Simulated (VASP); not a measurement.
Write the native input for VASP 6.6.1 that does the following.

```
Task                   : single point
Functional             : PBEsol
Potentials or basis    : VASP PAW PBE potentials, release 64 (Hg)
Cutoff                 : 520 eV
k mesh                 : 15 × 15 × 8
Occupations            : fermi-dirac, width 0.08 eV
Spin                   : no spin polarisation
Dipole correction      : no
Further INCAR settings : ALGO = Normal; EDIFF = 1e-07; NBANDS = 19
```

The structure of Hg lies in POSCAR:

```
Hg
1.0
    2.6812780782      0.0000000000      0.0000000000
   -1.3406390391      2.3220549303      0.0000000000
    0.0000000000      0.0000000000      4.4137027243
Hg
2
Direct
    0.3333333333      0.6666666667      0.2500000000
    0.6666666667      0.3333333333      0.7500000000
```

This cell differs from its parent crystal: volume scaled by 0.58.

These files were run (other wordings do the same):

INCAR

```
SYSTEM = Hg
PREC = Accurate ; ENCUT = 520
EDIFF = 1E-7 ; ISMEAR = -1
SIGMA = 0.08 ; LREAL = .False.
LASPH = .True. ; NELM = 60
ALGO = Normal ; ISIF = 2
LWAVE = .False. ; LCHARG = .True.
GGA = PS ; LELF = .True.
LVHAR = .True. ; NBANDS = 19
```

KPOINTS

```
regular mesh
0
Gamma
  15 15 8
  0 0 0
```

Potentials or basis: VASP PAW PBE potentials, release 64 (Hg).

Run with:

```console
$ cat potpaw_PBE.64/Hg/POTCAR > POTCAR
$ mpirun -np 1 vasp_std > vasp.out
```

Results of the run:

```
Pressure               : 130.5 GPa
Band gap on the k mesh : zero (band 12 reaches 10.67 eV, above the bottom of band 13 at 8.88 eV)
```

Caveat: the PAW data sets were made with another functional, which shifts forces and pressure a little; spin-orbit coupling is left out, which moves the levels of the heavy elements.

It took 63 s on 1 thread of Intel(R) Xeon(R) Platinum 8259CL CPU @ 2.50GHz (Skylake/Cascade Lake), with other jobs on the host, peak memory 0.18 GiB.
